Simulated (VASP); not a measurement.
# Au (Fm-3m) in VASP: a series of runs, part 2 of 2

VASP 6.6.1. The steps go on from the part before.

**4. Relaxation of cell and atoms, PBE**

Contents of INCAR:

```
SYSTEM = Au
  PREC = Accurate
  ENCUT = 600
  EDIFF = 1E-7
  ISMEAR = 0
  SIGMA = 0.1
  LREAL = .FALSE.
  LASPH = .TRUE.
  NELM = 60
  ALGO = Normal
  ISIF = 3
  LWAVE = .FALSE.
  LCHARG = .FALSE.
  GGA = PE
  IBRION = 2
  NSW = 90
  EDIFFG = -0.04
```

Contents of KPOINTS:

```
regular mesh
0
G
  6 6 6
  0 0 0
```

Contents of POSCAR:

```
Au
1.0
    0.0000000000      3.1167157700      3.1167157700
    3.1167157700      0.0000000000      3.1167157700
    3.1167157700      3.1167157700      0.0000000000
Au
3
Direct
    0.2500000000      0.2500000000      0.2500000000
    0.7500000000      0.7500000000      0.7500000000
    0.5000000000      0.5000000000      0.5000000000
```

Potentials or basis: VASP PAW PBE potentials, release 64 (Au).

Started as:

```bash
$ cat potpaw_PBE.64/Au/POTCAR > POTCAR
$ mpirun -np 1 vasp_std > vasp.out
```

OUTCAR:

```text
SYSTEM = Au
   PREC = Accurate
   ENCUT = 600
   EDIFF = 1E-7
   ISMEAR = 0
   LREAL = .FALSE.
   LASPH = .TRUE.
   NELM = 60
   ISIF = 3
   GGA = PE
   IBRION = 2
   NSW = 90
   EDIFFG = -0.04

 ion  position               nearest neighbor table
   1  0.250  0.250  0.250-   3 2.70   3 2.70   3 2.70   3 2.70   2 3.12   2 3.12   2 3.12   2 3.12
                             2 3.12   2 3.12
   2  0.750  0.750  0.750-   3 2.70   3 2.70   3 2.70   3 2.70   1 3.12   1 3.12   1 3.12   1 3.12
                             1 3.12   1 3.12
   3  0.500  0.500  0.500-   1 2.70   2 2.70   1 2.70   1 2.70   1 2.70   2 2.70   2 2.70   2 2.70

  LATTYP: Found a face centered cubic cell.
 ALAT       =     6.2334315400

  Lattice vectors:

 A1 = (   0.0000000000,   3.1167157700,   3.1167157700)
 A2 = (   3.1167157700,   0.0000000000,   3.1167157700)
 A3 = (   3.1167157700,   3.1167157700,   0.0000000000)

Analysis of symmetry for initial positions (statically):
=====================================================================
 Subroutine PRICEL returns:
 Original cell was already a primitive cell.

 Routine SETGRP: Setting up the symmetry group for a
 face centered cubic supercell.

 Subroutine GETGRP returns: Found 48 space group operations
 (whereof 48 operations were pure point group operations)
 out of a pool of 48 trial point group operations.

The static configuration has the point symmetry O_h .

Analysis of symmetry for dynamics (positions and initial velocities):
=====================================================================
 Subroutine PRICEL returns:
 Original cell was already a primitive cell.

 Routine SETGRP: Setting up the symmetry group for a
 face centered cubic supercell.

 Subroutine GETGRP returns: Found 48 space group operations
 (whereof 48 operations were pure point group operations)
 out of a pool of 48 trial point group operations.

The dynamic configuration has the point symmetry O_h .

 Subroutine INISYM returns: Found 48 space group operations
 (whereof 48 operations are pure point group operations),
 and found     1 'primitive' translations

----------------------------------------------------------------------------------------

                                     Primitive cell

  volume of cell :      60.5510

  direct lattice vectors                    reciprocal lattice vectors
     0.000000000  3.116715770  3.116715770    -0.160425280  0.160425280  0.160425280
     3.116715770  0.000000000  3.116715770     0.160425280 -0.160425280  0.160425280
     3.116715770  3.116715770  0.000000000     0.160425280  0.160425280 -0.160425280

  length of vectors
     4.407701712  4.407701712  4.407701712     0.277864736  0.277864736  0.277864736

  position of ions in fractional coordinates (direct lattice)
     0.250000000  0.250000000  0.250000000
     0.750000000  0.750000000  0.750000000
     0.500000000  0.500000000  0.500000000

  ion indices of the primitive-cell ions
   primitive index   ion index
                 1           1
                 2           2
                 3           3

----------------------------------------------------------------------------------------

 KPOINTS: regular mesh

Automatic generation of k-mesh.
 Grid dimensions read from file:
 generate k-points for:    6    6    6

 Generating k-lattice:

  Cartesian coordinates                     Fractional coordinates (reciprocal lattice)
    -0.026737547  0.026737547  0.026737547     0.166666667  0.000000000  0.000000000
     0.026737547 -0.026737547  0.026737547     0.000000000  0.166666667  0.000000000
     0.026737547  0.026737547 -0.026737547     0.000000000  0.000000000  0.166666667

  Length of vectors
     0.046310789  0.046310789  0.046310789

  Shift w.r.t. Gamma in fractional coordinates (k-lattice)
     0.000000000  0.000000000  0.000000000

 Subroutine IBZKPT returns following result:
 ===========================================

 Found     16 irreducible k-points:

 Following reciprocal coordinates:
            Coordinates               Weight
  0.000000  0.000000  0.000000      1.000000
  0.166667  0.000000  0.000000      8.000000
  0.333333  0.000000  0.000000      8.000000
  0.500000  0.000000  0.000000      4.000000
  0.166667  0.166667  0.000000      6.000000
  0.333333  0.166667  0.000000     24.000000
[... 8 lines left out ...]
 -0.333333  0.333333  0.166667     24.000000
 -0.333333  0.500000  0.166667     12.000000
   k-points           NKPTS =     16   k-points in BZ     NKDIM =     16   number of bands    NBANDS=     20
   number of dos      NEDOS =    301   number of ions     NIONS =      3
   total plane-waves  NPLWV =  46656
   dimension x,y,z NGX =    36 NGY =   36 NGZ =   36
   dimension x,y,z NGXF=    72 NGYF=   72 NGZF=   72
   ions per type =               3
   NGX,Y,Z   is equivalent  to a cutoff of  13.58, 13.58, 13.58 a.u.
   NGXF,Y,Z  is equivalent  to a cutoff of  27.16, 27.16, 27.16 a.u.
 SYSTEM =  Au
   PREC   = accura    normal or accurate (medium, high low for compatibility)
   ISTART =      0    job   : 0-new  1-cont  2-samecut
   ICHARG =      2    charge: 1-file 2-atom 10-const
   ISPIN  =      1    spin polarized calculation?
   LNONCOLLINEAR =      F non collinear calculations
   LSORBIT =      F    spin-orbit coupling
   LASPH  =      T    aspherical Exc in radial PAW
   ENCUT  =  600.0 eV  44.10 Ry    6.64 a.u.   8.80  8.80  8.80*2*pi/ulx,y,z
   NELM   =     60;   NELMIN=  2; NELMDL= -5     # of ELM steps
   EDIFF  = 0.1E-06   stopping-criterion for ELM
   LREAL  =      F    real-space projection
   EDIFFG = -.4E-01   stopping-criterion for IOM
   NSW    =     90    number of steps for IOM
   IBRION =      2    ionic relax: 0-MD 1-quasi-New 2-CG
   NFREE  =      1    steps in history (QN), initial steepest desc. (CG)
   ISIF   =      3    stress and relaxation
   ISYM   =      2    0-nonsym 1-usesym 2-fastsym
   POTIM  = 0.5000    time-step for ionic-motion
   TEBEG  =    0.0;   TEEND  =   0.0 temperature during run
   PSTRESS=    0.0 pullay stress
   NELECT =      33.0000    total number of electrons
   NUPDOWN=      -1.0000    fix difference up-down
   EMIN   =  10.00;   EMAX   =-10.00  energy-range for DOS
   EFERMI =   0.00;   METHOD = LEGACY
   ISMEAR =     0;   SIGMA  =   0.10  broadening in eV -4-tet -1-fermi 0-gaus
   EFERMI_NEDOS =   21; number of points for ismear=-14 and -15
   IALGO  =     38    algorithm
   IMIX   =      4    mixing-type and parameters
     AMIX     =   0.40;   BMIX     =  1.00
     AMIX_MAG =   1.60;   BMIX_MAG =  1.00
  volume/ion in A,a.u.               =      20.18       136.21
  Fermi-wavevector in a.u.,A,eV,Ry     =   1.337228  2.526995 24.329666  1.788180
  Thomas-Fermi vector in A             =   2.465793
   LORBIT       =      0    0 simple, 1 ext, 2 COOP (PROOUT), +10 PAW based schemes
   GGA     = PE    functional components
   LHFCALC =     F    Hartree Fock is set to
   AEXX    =    0.0000 exact exchange contribution
   IVDW    =     0    specifies the selected vdW correction
   LEPSILON=     F    determine dielectric tensor
   LRPA    =     F    only Hartree local field effects (RPA)
 conjugate gradient relaxation of ions
 non-spin polarized calculation
 Gauss-broadening in eV      SIGMA  =   0.10
  energy-cutoff  :      600.00
  volume of cell :       60.55
 maximum number of plane-waves:      2044
   NGX = 17   NGY = 17   NGZ = 17

--------------------------------------- Ionic step        1  -------------------------------------------

 number of electron      33.0000005 magnetization

 Free energy of the ion-electron system (eV)
  ---------------------------------------------------
  ext. energy  EPLUGINS =         0.00000000
  ---------------------------------------------------
  free energy    TOTEN  =        -8.91264313 eV

  energy without entropy =       -8.89697822  energy(sigma->0) =       -8.90481068

------------------------ aborting loop because EDIFF is reached ----------------------------------------

  FORCE on cell =-STRESS in cart. coord.  units (eV):
  Direction    XX          YY          ZZ          XY          YZ          ZX
  --------------------------------------------------------------------------------------
  -------------------------------------------------------------------------------------
  Total        2.8042301      2.8042301      2.8042301     -0.0000000      0.0000000     -0.0000000
  in kB       74.1997837     74.1997837     74.1997837     -0.0000000      0.0000000     -0.0000000
  external PRESSURE =      74.1997837 kB  Pullay stress =       0.0000000 kB
[... 59 lines left out ...]
  energy  without entropy=       -8.8948019057  energy(sigma->0) =       -8.90248016

--------------------------------------- Ionic step        3  -------------------------------------------

 number of electron      32.9999997 magnetization

 Free energy of the ion-electron system (eV)
  ---------------------------------------------------
  ext. energy  EPLUGINS =         0.00000000
  ---------------------------------------------------
  free energy    TOTEN  =        -8.99745199 eV

  energy without entropy =       -8.97910676  energy(sigma->0) =       -8.98827937

 E-fermi :   6.0858     XC(G=0): -11.1299

 val. band max:        6.0742376081   @ k =  -0.3333   0.1667   0.0000
 cond. band min:       6.0937674020   @ k =  -0.3333   0.3333   0.0000
 fundamental gap:      0.0195297939
 Fermi energy:         6.0858011420

 k-point     1 :       0.0000    0.0000    0.0000
  band No.  band energies     occupation
      1      -1.8564      2.00000
      2       0.5930      2.00000
      3       0.5930      2.00000
      4       1.4096      2.00000
      5       1.4096      2.00000
      6       1.4096      2.00000
[... 12 lines left out ...]
     19      13.2529      0.00000
[... 374 lines left out ...]
  FREE ENERGIE OF THE ION-ELECTRON SYSTEM (eV)
  ---------------------------------------------------
  free  energy   TOTEN  =        -8.9974519858 eV

  energy  without entropy=       -8.9791067597  energy(sigma->0) =       -8.98827937

 reached required accuracy - stopping structural energy minimisation
```

OSZICAR:

```text
N       E                     dE             d eps       ncg     rms          rms(c)
DAV:   1     0.227367116793E+03    0.22737E+03   -0.18278E+04   640   0.174E+03
DAV:   2    -0.343782524969E+01   -0.23080E+03   -0.21755E+03   720   0.344E+02
DAV:   3    -0.963583888354E+01   -0.61980E+01   -0.59357E+01   712   0.548E+01
[... 31 lines left out ...]
DAV:   6    -0.899739636808E+01   -0.32857E-06   -0.65992E-05   728   0.724E-02    0.211E-02
DAV:   7    -0.899745076459E+01   -0.54397E-04   -0.22402E-05   684   0.324E-02    0.545E-03
DAV:   8    -0.899745165880E+01   -0.89421E-06   -0.13286E-06   704   0.936E-03    0.310E-03
DAV:   9    -0.899745199417E+01   -0.33537E-06   -0.46842E-07   636   0.430E-03    0.610E-04
DAV:  10    -0.899745198580E+01    0.83719E-08   -0.18073E-08   372   0.106E-03
   3 F= -.89974520E+01 E0= -.89882794E+01  d E =-.848089E-01
```

Run time: 33 s. Hardware: 1 thread of Intel Xeon 6975P-C (Granite Rapids), shared host; peak memory 0.21 GiB.

What came out:

```
Free energy                            : -8.9975 eV
Relaxed volume                         : 21.51 Å³/atom
Relaxed cell                           : a = 4.502 Å, b = 4.502 Å, c = 4.502 Å, α = 60.00°, β = 60.00°, γ = 60.00°
Space group after relaxing (to 0.05 Å) : Fm-3m (No. 225)
Energy gained by relaxing              : 28.3 meV/atom
Ionic steps                            : 3
Pressure after relaxing                : -0.1 GPa
```

The path:
| step | energy change (eV) | largest force (eV/Å) | pressure (GPa) | volume (Å³) |
| --- | --- | --- | --- | --- |
| 1 | 0.0000 | 0.0000 | 7.42 | 60.55 |
| 2 | 0.0025 | 0.0000 | -5.59 | 69.12 |
| 3 | -0.0848 | 0.0000 | -0.07 | 64.54 |

Final structure:
```xyz
3
Lattice="0.0000 3.1836 3.1836 3.1836 0.0000 3.1836 3.1836 3.1836 0.0000" Properties=species:S:1:pos:R:3 pbc="T T T"
Au    1.5918    1.5918    1.5918
Au    4.7754    4.7754    4.7754
Au    3.1836    3.1836    3.1836
```

Levels at points of the mesh, in eV from the Fermi level:
```csv
k point,band 12,band 13,band 14,band 15,band 16,band 17,band 18,band 19,band 20
"(0.00, 0.00, 0.00)",-1.95,-1.95,-1.95,-1.86,-1.86,4.66,6.58,7.17,7.17
"(0.50, 0.00, 0.00)",-2.97,-2.31,-2.31,-1.71,-1.71,-0.82,5.58,5.68,5.68
"(0.50, 0.50, 0.00)",-2.49,-1.90,-1.51,-1.51,-0.85,-0.81,1.40,1.40,3.59
```

Caveat: spin-orbit coupling is left out, which moves the levels of the heavy elements.

**5. Single point, PBE**

This run uses another cell than the first one, of 21.48 Å³/atom, 1.064 times its volume.

Contents of INCAR:

```
SYSTEM = Au
  PREC = Accurate
  ENCUT = 520
  EDIFF = 1E-6
  ISMEAR = 0
  SIGMA = 0.1
  LREAL = .FALSE.
  LASPH = .TRUE.
  NELM = 100
  ALGO = Fast
  ISIF = 2
  LWAVE = .FALSE.
  LCHARG = .FALSE.
  GGA = PE
  NBANDS = 24
```

Contents of KPOINTS:

```
regular mesh
0
G
  12 12 12
  0 0 0
```

Contents of POSCAR:

```
Au
1.0
    0.0000000000      3.1822854607      3.1822854607
    3.1822854607      0.0000000000      3.1822854607
    3.1822854607      3.1822854607      0.0000000000
Au
3
Direct
    0.2500000000      0.2500000000      0.2500000000
    0.7500000000      0.7500000000      0.7500000000
    0.5000000000      0.5000000000      0.5000000000
```

Potentials or basis: VASP PAW PBE potentials, release 64 (Au).

Started as:

```bash
$ cat potpaw_PBE.64/Au/POTCAR > POTCAR
$ mpirun -np 1 vasp_std > vasp.out
```

OUTCAR:

```text
SYSTEM = Au
   PREC = Accurate
   ENCUT = 520
   EDIFF = 1E-6
   ISMEAR = 0
   LREAL = .FALSE.
   LASPH = .TRUE.
   NELM = 100
   ISIF = 2
   GGA = PE

 ion  position               nearest neighbor table
   1  0.250  0.250  0.250-   3 2.76   3 2.76   3 2.76   3 2.76   2 3.18   2 3.18   2 3.18   2 3.18
                             2 3.18   2 3.18
   2  0.750  0.750  0.750-   3 2.76   3 2.76   3 2.76   3 2.76   1 3.18   1 3.18   1 3.18   1 3.18
                             1 3.18   1 3.18
   3  0.500  0.500  0.500-   1 2.76   1 2.76   1 2.76   2 2.76   2 2.76   2 2.76   2 2.76   1 2.76

  LATTYP: Found a face centered cubic cell.
 ALAT       =     6.3645709214
[... 839 lines left out ...]

 [... further k-points ...]
[... 5 lines left out ...]
  --------------------------------------------------------------------------------------
  -------------------------------------------------------------------------------------
  Total       -0.0727970     -0.0727970     -0.0727970     -0.0000000     -0.0000000      0.0000000
  in kB       -1.8095751     -1.8095751     -1.8095751     -0.0000000     -0.0000000      0.0000000
  external PRESSURE =      -1.8095751 kB  Pullay stress =       0.0000000 kB

 VOLUME and BASIS-vectors are now :
 -----------------------------------------------------------------------------
  energy-cutoff  :      520.00
  volume of cell :       64.45
      direct lattice vectors                 reciprocal lattice vectors
     0.000000000  3.182285461  3.182285461    -0.157119783  0.157119783  0.157119783
     3.182285461  0.000000000  3.182285461     0.157119783 -0.157119783  0.157119783
     3.182285461  3.182285461  0.000000000     0.157119783  0.157119783 -0.157119783

 POSITION                                       TOTAL-FORCE (eV/Angst)
 -----------------------------------------------------------------------------------
      1.59114      1.59114      1.59114        -0.000000     -0.000000     -0.000000
      4.77343      4.77343      4.77343         0.000000      0.000000     -0.000000
      3.18229      3.18229      3.18229         0.000000      0.000000      0.000000
 -----------------------------------------------------------------------------------
    total drift:                                0.000000      0.000000      0.000000

  FREE ENERGIE OF THE ION-ELECTRON SYSTEM (eV)
  ---------------------------------------------------
  free  energy   TOTEN  =        -9.0224685263 eV

  energy  without entropy=       -9.0156185891  energy(sigma->0) =       -9.01904356
```

OSZICAR:

```text
N       E                     dE             d eps       ncg     rms          rms(c)
DAV:   1     0.195915764536E+03    0.19592E+03   -0.16342E+04  3456   0.128E+03
DAV:   2    -0.607256555936E+01   -0.20199E+03   -0.18773E+03  3808   0.281E+02
DAV:   3    -0.974985407581E+01   -0.36773E+01   -0.36415E+01  4144   0.388E+01
DAV:   4    -0.977544086575E+01   -0.25587E-01   -0.25585E-01  3984   0.330E+00
DAV:   5    -0.977580224984E+01   -0.36138E-03   -0.36138E-03  4232   0.434E-01    0.123E+01
RMM:   6    -0.905874534782E+01    0.71706E+00   -0.16000E+00  3471   0.836E+00    0.836E+00
RMM:   7    -0.902833191218E+01    0.30413E-01   -0.16257E-01  3637   0.261E+00    0.438E+00
RMM:   8    -0.902338304726E+01    0.49489E-02   -0.21740E-02  3668   0.986E-01    0.363E-01
RMM:   9    -0.902244450711E+01    0.93854E-03   -0.27097E-03  3828   0.330E-01    0.130E-01
RMM:  10    -0.902248702321E+01   -0.42516E-04   -0.66294E-04  3818   0.151E-01    0.107E-01
RMM:  11    -0.902246830649E+01    0.18717E-04   -0.17391E-04  3775   0.859E-02    0.114E-02
RMM:  12    -0.902246860778E+01   -0.30129E-06   -0.16947E-05  3823   0.248E-02    0.607E-03
RMM:  13    -0.902246852635E+01    0.81433E-07   -0.32546E-06  2957   0.103E-02
   1 F= -.90224685E+01 E0= -.90190436E+01  d E =-.684994E-02
```

stdout:

```text
POSCAR found type information on POSCAR Au
 POSCAR found :  1 types and       3 ions
 scaLAPACK will be used
 LDA part: xc-table for (Slater+PW92), standard interpolation
 POSCAR, INCAR and KPOINTS ok, starting setup
 FFT: planning ... GRIDC
 FFT: planning ... GRID_SOFT
 FFT: planning ... GRID
 WAVECAR not read
 entering main loop
```

Run time: 57 s. Hardware: 1 thread of Intel Xeon 6975P-C (Granite Rapids), shared host; peak memory 0.25 GiB.

What came out:

* Free energy: -9.0225 eV
* Pressure: -0.2 GPa

Caveat: spin-orbit coupling is left out, which moves the levels of the heavy elements.

**6. The runs side by side**

| task | cell | k mesh | cutoff (eV) | gap on the mesh (eV) | pressure (GPa) |
| --- | --- | --- | --- | --- | --- |
| single point | a = 4.408 Å, angles 60.0°, 3 atoms | 6 × 6 × 6 | 520 | none | 7.3 |
| single point | a = 4.507 Å, angles 60.0°, 3 atoms | 6 × 6 × 6 | 520 | none | -0.5 |
| relaxation of cell and atoms | relaxed from a = 4.408 Å, angles 60.0°, 3 atoms | 6 × 6 × 6 | 600 | none | -0.1 |
| single point | a = 4.500 Å, angles 60.0°, 3 atoms | 12 × 12 × 12 | 520 | none | -0.2 |

Alike in all rows: level PBE; potentials or basis VASP PAW PBE potentials, release 64 (Au); no spin polarisation; smearing gaussian 0.1 eV.

Caveats: spin-orbit coupling is left out, which moves the levels of the heavy elements.

Absolute energies hang on the potentials; compare differences alone.
